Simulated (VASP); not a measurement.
## Pd: single point with LDA

Crystal: Pd.

```
Pd
1.0
     2.78367    0.00000    0.00000
    -1.39183    2.41072    0.00000
     0.00000    0.00000    4.62889
Pd
2
Direct
  0.33333 0.66667 0.25000
  0.66667 0.33333 0.75000
```

- Program: VASP 6.6.1
- Task: single point
- Functional: LDA
- Potentials or basis: VASP PAW LDA potentials, release 64 (Pd)
- Cutoff: 520 eV
- k mesh: 11 × 11 × 6
- Occupations: fermi-dirac, width 0.05 eV
- Spin: no spin polarisation

```
Pressure               : -15.4 GPa
Band gap on the k mesh : zero (band 10 reaches 8.87 eV, above the bottom of band 11 at 8.08 eV)
```

Stress tensor (GPa, compression positive):
```
-15.57   0.00   0.00
  0.00 -15.57   0.00
  0.00   0.00 -14.97
```

Levels at points of the mesh, in eV from the Fermi level:
| k point | band 7 | band 8 | band 9 | band 10 | band 11 | band 12 | band 13 | band 14 |
| --- | --- | --- | --- | --- | --- | --- | --- | --- |
| (0.00, 0.00, 0.00) | -2.23 | -1.57 | -1.57 | -0.22 | -0.22 | 0.90 | 6.57 | 17.04 |
| (0.00, 0.00, 0.50) | -2.60 | -2.60 | -0.66 | -0.66 | -0.66 | -0.66 | 13.65 | 13.65 |

Run time: 11 s on 1 thread of Intel(R) Xeon(R) 6975P-C (Granite Rapids), on a shared host, peak memory 0.15 GiB.
